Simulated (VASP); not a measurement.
AlN:

```
Al N
1.0
     3.31212    0.00000    0.00000
    -1.65606    2.86838    0.00000
     0.00000    0.00000    4.18756
Al N
2 2
Direct
  0.33333 0.66667 0.75000
  0.66667 0.33333 0.25000
  0.33333 0.66667 0.25000
  0.66667 0.33333 0.75000
```

```yaml
Program: VASP 6.6.1
Task: relaxation of cell and atoms
Functional: PBEsol
Potentials_or_basis: VASP PAW PBE potentials, release 64 (Al, N)
Cutoff: 600 eV
k_mesh: 6 × 6 × 4
Occupations: gaussian, width 0.01 eV
Spin: no spin polarisation
```

At the start: pressure -3.7 GPa; volume 9.95 Å³/atom.

Q: Where does the relaxation end?

A: Over 6 steps the energy falls by 2.3 meV/atom and the volume is 9.76 Å³/atom (-1.9 %); space group P6_3/mmc (No. 194, to 0.05 Å).

Step by step:
```tsv
step	energy change (eV)	largest force (eV/Å)	pressure (GPa)	volume (Å³)
1	0.0000	0.0000	-3.72	39.78
2	-0.0021	0.0000	3.50	38.47
3	-0.0084	0.0000	0.05	39.08
4	-0.0084	0.0000	0.13	39.06
5	-0.0090	0.0000	0.11	39.05
6	-0.0091	0.0000	0.10	39.04
```

Final structure:
```
CELL_PARAMETERS angstrom
3.30040 0.00000 0.00000
-1.65020 2.85823 0.00000
0.00000 0.00000 4.13814
ATOMIC_POSITIONS crystal
Al 0.33333 0.66667 0.75000
Al 0.66667 0.33333 0.25000
N 0.33333 0.66667 0.25000
N 0.66667 0.33333 0.75000
```

Caveat: the PAW data sets were made with another functional, which shifts forces and pressure a little.
